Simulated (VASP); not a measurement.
# Cd3Se2 (P-3m1) in VASP: a series of runs, part 2 of 2

VASP 6.6.1. Earlier steps stand in the parts before.

## (3) Single point, r2SCAN

The input, POSCAR:

```
Cd3Se2
1.0
    4.0906858552      0.0000000000      0.0000000000
   -2.0453429276      3.5426378695      0.0000000000
    0.0000000000      0.0000000000      9.2850879579
Cd Se
3 2
Direct
    0.0000000000      0.0000000000      0.3543852102
    0.0000000000      0.0000000000      0.6456147898
    0.0000000000      0.0000000000      0.0000000000
    0.6666666667      0.3333333333      0.8208437257
    0.3333333333      0.6666666667      0.1791562743
```

The input, INCAR.step1:

```
SYSTEM = Cd3Se2
PREC = Accurate ; ENCUT = 520
ISMEAR = 0 ; SIGMA = 0.1
LREAL = .False. ; LASPH = .True.
NELM = 60 ; NBANDS = 32
GGA = PE ; ALGO = Normal
EDIFF = 1E-4 ; LWAVE = .True.
LCHARG = .False.
```

The input, INCAR.step2:

```
SYSTEM = Cd3Se2
PREC = Accurate ; ENCUT = 520
EDIFF = 1E-6 ; ISMEAR = 0
SIGMA = 0.1 ; LREAL = .False.
LASPH = .True. ; NELM = 60
ALGO = Normal ; ISIF = 2
LWAVE = .False. ; LCHARG = .False.
METAGGA = R2SCAN ; LMIXTAU = .True.
NBANDS = 32 ; ISTART = 1
```

The input, KPOINTS:

```
Automatic mesh
0
Gamma
  12 12 4
  0 0 0
```

Potentials or basis: VASP PAW PBE potentials, release 64 (Cd, Se).

The run is started by

```console
cat potpaw_PBE.64/Cd/POTCAR potpaw_PBE.64/Se/POTCAR > POTCAR
cp INCAR.step1 INCAR
mpirun -np 1 vasp_std > vasp.out
cp INCAR.step2 INCAR
mpirun -np 1 vasp_std > vasp.out
```

OUTCAR:

```text
SYSTEM = Cd3Se2
   PREC = Accurate
   ENCUT = 520
   EDIFF = 1E-6
   ISMEAR = 0
   LREAL = .False.
   LASPH = .True.
   NELM = 60
   ISIF = 2
   METAGGA = R2SCAN
   ISTART = 1

 ion  position               nearest neighbor table
   1  0.000  0.000  0.354-   2 2.70   5 2.87   5 2.87   5 2.87   3 3.29
   2  0.000  0.000  0.646-   1 2.70   4 2.87   4 2.87   4 2.87   3 3.29
   3  0.000  0.000  0.000-   4 2.89   5 2.89   5 2.89   4 2.89   4 2.89   5 2.89   1 3.29   2 3.29

   4  0.667  0.333  0.821-   2 2.87   2 2.87   2 2.87   3 2.89   3 2.89   3 2.89
   5  0.333  0.667  0.179-   1 2.87   1 2.87   1 2.87   3 2.89   3 2.89   3 2.89

  LATTYP: Found a hexagonal cell.
 ALAT       =     4.0906858552
 C/A-ratio  =     2.2698120282

  Lattice vectors:

 A1 = (   4.0906858552,   0.0000000000,   0.0000000000)
 A2 = (  -2.0453429276,   3.5426378695,   0.0000000000)
 A3 = (   0.0000000000,   0.0000000000,   9.2850879579)

Analysis of symmetry for initial positions (statically):
=====================================================================
 Subroutine PRICEL returns:
 Original cell was already a primitive cell.

 Routine SETGRP: Setting up the symmetry group for a
 hexagonal supercell.

 Subroutine GETGRP returns: Found 12 space group operations
 (whereof 12 operations were pure point group operations)
 out of a pool of 24 trial point group operations.

The static configuration has the point symmetry D_3d.

Analysis of symmetry for dynamics (positions and initial velocities):
=====================================================================
 Subroutine PRICEL returns:
 Original cell was already a primitive cell.

 Routine SETGRP: Setting up the symmetry group for a
 hexagonal supercell.

 Subroutine GETGRP returns: Found 12 space group operations
 (whereof 12 operations were pure point group operations)
 out of a pool of 24 trial point group operations.

The dynamic configuration has the point symmetry D_3d.

 Subroutine INISYM returns: Found 12 space group operations
 (whereof 12 operations are pure point group operations),
 and found     1 'primitive' translations

----------------------------------------------------------------------------------------

                                     Primitive cell

  volume of cell :     134.5578

  direct lattice vectors                    reciprocal lattice vectors
     4.090685855  0.000000000  0.000000000     0.244457784  0.141137768  0.000000000
    -2.045342928  3.542637870  0.000000000     0.000000000  0.282275535  0.000000000
     0.000000000  0.000000000  9.285087958     0.000000000  0.000000000  0.107699572

  length of vectors
     4.090685855  4.090685855  9.285087958     0.282275535  0.282275535  0.107699572

  position of ions in fractional coordinates (direct lattice)
     0.000000000  0.000000000  0.354385210
     0.000000000  0.000000000  0.645614790
     0.000000000  0.000000000  0.000000000
     0.666666667  0.333333333  0.820843726
     0.333333333  0.666666667  0.179156274

  ion indices of the primitive-cell ions
   primitive index   ion index
                 1           1
                 2           2
                 3           3
                 4           4
                 5           5

----------------------------------------------------------------------------------------

 KPOINTS: Automatic mesh

Automatic generation of k-mesh.
 Grid dimensions read from file:
 generate k-points for:   12   12    4

 Generating k-lattice:

  Cartesian coordinates                     Fractional coordinates (reciprocal lattice)
     0.020371482  0.011761481  0.000000000     0.083333333  0.000000000  0.000000000
     0.000000000  0.023522961  0.000000000     0.000000000  0.083333333  0.000000000
     0.000000000  0.000000000  0.026924893     0.000000000  0.000000000  0.250000000

  Length of vectors
     0.023522961  0.023522961  0.026924893

  Shift w.r.t. Gamma in fractional coordinates (k-lattice)
     0.000000000  0.000000000  0.000000000

 Subroutine IBZKPT returns following result:
 ===========================================

 Found     69 irreducible k-points:

 Following reciprocal coordinates:
            Coordinates               Weight
  0.000000  0.000000  0.000000      1.000000
  0.083333 -0.000000  0.000000      6.000000
  0.166667  0.000000  0.000000      6.000000
  0.250000 -0.000000  0.000000      6.000000
  0.333333  0.000000  0.000000      6.000000
  0.416667 -0.000000  0.000000      6.000000
[... 16 lines left out ...]
  0.166667  0.000000  0.250000      6.000000
  0.000000  0.166667  0.250000      6.000000
 [... further k-points ...]
   k-points           NKPTS =     69   k-points in BZ     NKDIM =     69   number of bands    NBANDS=     32
   number of dos      NEDOS =    301   number of ions     NIONS =      5
   total plane-waves  NPLWV =  63000
   dimension x,y,z NGX =    30 NGY =   30 NGZ =   70
   dimension x,y,z NGXF=    60 NGYF=   60 NGZF=  140
   ions per type =               3   2
   NGX,Y,Z   is equivalent  to a cutoff of  12.19, 12.19, 12.53 a.u.
   NGXF,Y,Z  is equivalent  to a cutoff of  24.38, 24.38, 25.07 a.u.
 SYSTEM =  Cd3Se2
   PREC   = accura    normal or accurate (medium, high low for compatibility)
   ISTART =      1    job   : 0-new  1-cont  2-samecut
   ICHARG =      0    charge: 1-file 2-atom 10-const
   ISPIN  =      1    spin polarized calculation?
   LNONCOLLINEAR =      F non collinear calculations
   LSORBIT =      F    spin-orbit coupling
   LASPH  =      T    aspherical Exc in radial PAW
   ENCUT  =  520.0 eV  38.22 Ry    6.18 a.u.   7.61  7.61 17.26*2*pi/ulx,y,z
   NELM   =     60;   NELMIN=  2; NELMDL=  0     # of ELM steps
   EDIFF  = 0.1E-05   stopping-criterion for ELM
   LREAL  =      F    real-space projection
   EDIFFG = 0.1E-04   stopping-criterion for IOM
   NSW    =      0    number of steps for IOM
   IBRION =     -1    ionic relax: 0-MD 1-quasi-New 2-CG
   NFREE  =      0    steps in history (QN), initial steepest desc. (CG)
   ISIF   =      2    stress and relaxation
   ISYM   =      2    0-nonsym 1-usesym 2-fastsym
   POTIM  = 0.5000    time-step for ionic-motion
   TEBEG  =    0.0;   TEEND  =   0.0 temperature during run
   PSTRESS=    0.0 pullay stress
   NELECT =      48.0000    total number of electrons
   NUPDOWN=      -1.0000    fix difference up-down
   EMIN   =  10.00;   EMAX   =-10.00  energy-range for DOS
   EFERMI =   0.00;   METHOD = LEGACY
   ISMEAR =     0;   SIGMA  =   0.10  broadening in eV -4-tet -1-fermi 0-gaus
   EFERMI_NEDOS =   21; number of points for ismear=-14 and -15
   IALGO  =     38    algorithm
   IMIX   =      4    mixing-type and parameters
     AMIX     =   0.40;   BMIX     =  1.00
     AMIX_MAG =   1.60;   BMIX_MAG =  1.00
  volume/ion in A,a.u.               =      26.91       181.61
  Fermi-wavevector in a.u.,A,eV,Ry     =   1.161054  2.194073 18.341272  1.348045
  Thomas-Fermi vector in A             =   2.297630
   LORBIT       =      0    0 simple, 1 ext, 2 COOP (PROOUT), +10 PAW based schemes
   METAGGA = R2SCAN    functional components
   LHFCALC =     F    Hartree Fock is set to
   AEXX    =    0.0000 exact exchange contribution
   IVDW    =     0    specifies the selected vdW correction
   LEPSILON=     F    determine dielectric tensor
   LRPA    =     F    only Hartree local field effects (RPA)
 non-spin polarized calculation
 Gauss-broadening in eV      SIGMA  =   0.10
  energy-cutoff  :      520.00
  volume of cell :      134.56
 maximum number of plane-waves:      3662
   NGX = 15   NGY = 15   NGZ = 35

 number of electron      48.0000010 magnetization

 Free energy of the ion-electron system (eV)
  ---------------------------------------------------
  ext. energy  EPLUGINS =         0.00000000
  ---------------------------------------------------
  free energy    TOTEN  =       -91.22904577 eV

  energy without entropy =      -91.22896771  energy(sigma->0) =      -91.22900674

 E-fermi :   1.3933     XC(G=0):  -9.8658

 val. band max:        1.1937431521   @ k =   0.1667   0.0833   0.5000
 cond. band min:       1.5026270532   @ k =   0.0000   0.0000   0.5000
 fundamental gap:      0.3088839010
 Fermi energy:         1.3932574380

 k-point     1 :       0.0000    0.0000    0.0000
  band No.  band energies     occupation
      1     -12.1291      2.00000
      2     -11.6696      2.00000
      3      -7.6271      2.00000
      4      -7.4284      2.00000
      5      -7.4284      2.00000
      6      -7.2620      2.00000
[... 829 lines left out ...]
     31       8.1419      0.00000
     32       8.3243      0.00000

 [... further k-points ...]
[... 5 lines left out ...]
  --------------------------------------------------------------------------------------
  -------------------------------------------------------------------------------------
  Total       -1.1675496     -1.1675496     -1.0132726      0.0000000      0.0000000      0.0000000
  in kB      -13.9019907    -13.9019907    -12.0650175      0.0000000      0.0000000      0.0000000
  external PRESSURE =     -13.2896663 kB  Pullay stress =       0.0000000 kB

 VOLUME and BASIS-vectors are now :
 -----------------------------------------------------------------------------
  energy-cutoff  :      520.00
  volume of cell :      134.56
      direct lattice vectors                 reciprocal lattice vectors
     4.090685855  0.000000000  0.000000000     0.244457784  0.141137768  0.000000000
    -2.045342928  3.542637870  0.000000000     0.000000000  0.282275535  0.000000000
     0.000000000  0.000000000  9.285087958     0.000000000  0.000000000  0.107699572

 POSITION                                       TOTAL-FORCE (eV/Angst)
 -----------------------------------------------------------------------------------
      0.00000      0.00000      3.29050        -0.000000     -0.000000      0.043446
      0.00000      0.00000      5.99459        -0.000000      0.000000     -0.043446
      0.00000      0.00000      0.00000         0.000000      0.000000     -0.000000
      2.04534      1.18088      7.62161         0.000000      0.000000      0.002060
     -0.00000      2.36176      1.66348         0.000000     -0.000000     -0.002060
 -----------------------------------------------------------------------------------
    total drift:                                0.000000     -0.000000      0.000000

  FREE ENERGIE OF THE ION-ELECTRON SYSTEM (eV)
  ---------------------------------------------------
  free  energy   TOTEN  =       -91.2290457726 eV

  energy  without entropy=      -91.2289677069  energy(sigma->0) =      -91.22900674
```

Wall time 9 min (1 thread of Intel Xeon 6975P-C (Granite Rapids), shared host); peak memory 0.42 GiB.

What came out:

```
Free energy            : -91.2290 eV
Pressure               : -1.3 GPa
Largest force          : 0.043 eV/Å
Band gap on the k mesh : 0.31 eV (least direct gap 0.41 eV)
```

Forces on the atoms (eV/Å):
```
Cd   0.000  0.000  0.043
Cd   0.000  0.000 -0.043
Cd   0.000  0.000  0.000
Se   0.000  0.000  0.002
Se   0.000  0.000 -0.002
```

Levels at points of the mesh, in eV from the valence-band top:
```csv
k point,band 22,band 23,band 24,band 25,band 26,band 27
"(0.00, 0.00, 0.00)",-0.80,-0.47,-0.47,2.22,2.28,5.42
"(0.50, 0.00, 0.00)",-1.95,-0.89,-0.32,2.04,2.09,2.86
"(0.00, 0.00, 0.50)",-0.50,-0.50,-0.10,0.31,2.98,5.68
"(0.50, 0.00, 0.50)",-1.83,-1.00,-0.97,0.87,3.41,3.55
```

Caveat: the PAW data sets were made with another functional, which shifts forces and pressure a little. A k mesh can miss the band edges.
